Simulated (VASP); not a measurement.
The system is Ti.

```
Ti
1.0
     2.95000    0.00000    0.00000
    -1.47500    2.55477    0.00000
     0.00000    0.00000    4.68000
Ti
2
Direct
  0.33333 0.66667 0.25000
  0.66667 0.33333 0.75000
```

* Program: VASP 6.6.1
* Task: relaxation of cell and atoms
* Functional: PBEsol
* Potentials or basis: VASP PAW PBE potentials, release 64 (Ti_sv)
* Cutoff: 600 eV
* k mesh: 8 × 8 × 5
* Occupations: fermi-dirac, width 0.05 eV
* Spin: no spin polarisation

At the start: pressure -5.9 GPa; volume 17.64 Å³/atom.

Task: Where does the relaxation end?

Result: Over 5 steps the energy falls by 18.3 meV/atom and the volume is 16.70 Å³/atom (-5.3 %); space group P6_3/mmc (No. 194, to 0.1 Å) before and after.

Step by step:
| step | energy change (eV) | largest force (eV/Å) | pressure (GPa) | volume (Å³) |
| --- | --- | --- | --- | --- |
| 1 | 0.0000 | 0.0000 | -5.92 | 35.27 |
| 2 | -0.0154 | 0.0000 | 5.23 | 32.05 |
| 3 | -0.0366 | 0.0000 | -0.01 | 33.39 |
| 4 | -0.0365 | 0.0000 | 0.10 | 33.35 |
| 5 | -0.0366 | 0.0000 | -0.01 | 33.40 |

Final structure:
```
Ti
1.0
     2.89942    0.00000    0.00000
    -1.44971    2.51097    0.00000
     0.00000    0.00000    4.58749
Ti
2
Direct
  0.33333 0.66667 0.25000
  0.66667 0.33333 0.75000
```

Caveat: the PAW data sets were made with another functional, which shifts forces and pressure a little.
